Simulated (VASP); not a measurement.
Input of a VASP 6.6.1 run:

The input INCAR:

```
SYSTEM = Ti
  PREC = Accurate
  ENCUT = 600
  EDIFF = 1E-6
  ISMEAR = -1
  SIGMA = 0.1
  LREAL = .FALSE.
  LASPH = .TRUE.
  NELM = 60
  ALGO = Normal
  ISIF = 3
  LWAVE = .FALSE.
  LCHARG = .FALSE.
  GGA = RP
  IBRION = 2
  NSW = 80
  EDIFFG = -0.01
```

File KPOINTS:

```
regular mesh
0
G
  10 10 10
  0 0 0
```

POSCAR

```
Ti
1.0
    0.0000000000      2.8780170575      2.8780170575
    2.8780170575      0.0000000000      2.8780170575
    2.8780170575      2.8780170575      0.0000000000
Ti
2
Direct
    0.1250000000      0.1250000000      0.1250000000
    0.8750000000      0.8750000000      0.8750000000
```

Potentials or basis: VASP PAW PBE potentials, release 64 (Ti_sv).

Command:

```bash
$ cat potpaw_PBE.64/Ti_sv/POTCAR > POTCAR
$ mpirun -np 1 vasp_std > vasp.out
```

Problem. Estimate the band gap on the k mesh.

Solution. Zero (band 12 reaches 4.89 eV, above the bottom of band 13 at 4.71 eV).

Problem. What does it give for the relaxed cell?

Solution. a = 4.120 Å, b = 4.120 Å, c = 4.120 Å, α = 60.00°, β = 60.00°, γ = 60.00°.

The path:
| step | energy change (eV) | largest force (eV/Å) | pressure (GPa) | volume (Å³) |
| --- | --- | --- | --- | --- |
| 1 | 0.0000 | 0.0000 | 1.05 | 47.68 |
| 2 | -0.0048 | 0.0000 | 0.39 | 48.76 |
| 3 | -0.0057 | 0.0000 | 0.02 | 49.47 |

Caveat: the PAW data sets were made with another functional, which shifts forces and pressure a little.
